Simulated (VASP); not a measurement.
# SrO: single point with PBE

Crystal: SrO.

```xyz
2
Lattice="-0.0074 2.7848 2.7848 2.7848 -0.0074 2.7848 2.7848 2.7848 -0.0074" Properties=species:S:1:pos:R:3 pbc="T T T"
Sr   -0.0014   -0.0014   -0.0014
O     1.3919    1.3919    1.3919
```

This cell differs from its parent crystal: strain along [111] -0.4%.

```json
{"Program": "VASP 6.6.1", "Task": "single point", "Functional": "PBE", "Potentials or basis": "VASP PAW PBE potentials, release 64 (Sr_sv, O)", "Cutoff": "520 eV", "k mesh": "8 × 8 × 8", "Occupations": "fermi-dirac, width 0.02 eV", "Spin": "no spin polarisation", "Dipole correction": "no", "Further INCAR settings": "ALGO = Normal; EDIFF = 1e-07; NBANDS = 15"}
```

```
Pressure               : 1.7 GPa
Band gap on the k mesh : 2.54 eV, indirect (least direct gap 3.38 eV)
```

Stress tensor (GPa, compression positive):
```
1.70 0.07 0.07
0.07 1.70 0.07
0.07 0.07 1.70
```

Levels at points of the mesh, in eV from the valence-band top:
```tsv
k point	band 4	band 5	band 6	band 7	band 8	band 9	band 10	band 11	band 12	band 13
(0.00, 0.00, 0.00)	-14.09	-14.09	-0.86	-0.86	-0.85	2.54	8.06	8.06	9.40	9.40
(0.50, 0.00, 0.00)	-14.17	-13.05	-0.72	-0.54	-0.54	5.29	7.16	7.59	7.66	9.90
(0.50, 0.50, 0.00)	-14.31	-12.72	-1.43	-0.01	-0.01	4.58	5.75	9.65	9.97	9.97
(0.50, 0.50, 0.50)	-14.18	-13.06	-0.71	-0.54	-0.54	5.30	7.17	7.63	7.63	9.93
```

Wall time 22 s on 1 thread of Intel Xeon 6975P-C (shared host), peak memory 0.2 GiB.

Caveat: the cell differs from its parent crystal (strain along [111] -0.4%). A k mesh can miss the band edges.
